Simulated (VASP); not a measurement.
Here is a VASP 6.6.1 calculation.

File INCAR:

```
PREC = Accurate
ENCUT = 520
EDIFF = 1E-8
ISMEAR = -1
SIGMA = 0.02
LREAL = False
LASPH = True
NELM = 80
ALGO = Normal
ISIF = 2
LWAVE = False
LCHARG = False
GGA = PE
LEFG = True
NBANDS = 17
```

KPOINTS

```
Automatic mesh
0
Gamma
  7 7 7
```

The input POSCAR:

```
PbSe
1.0
    0.0000000000      3.0364164304      3.0364164304
    3.0364164304      0.0000000000      3.0364164304
    3.0364164304      3.0364164304      0.0000000000
Pb Se
1 1
Direct
    0.0000000000      0.0000000000      0.0000000000
    0.5000000000      0.5000000000      0.5000000000
```

Potentials or basis: VASP PAW PBE potentials, release 64 (Pb_d, Se).

Launch:

```sh
$ cat potpaw_PBE.64/Pb_d/POTCAR potpaw_PBE.64/Se/POTCAR > POTCAR
$ mpirun -np 1 vasp_std > vasp.out
```

**Question.** Estimate the pressure.

**Answer.** 3.8 GPa.

Caveat: without QUAD_EFG the Cq values of the log hold for a quadrupole moment of 1 mb, not for the nuclei.
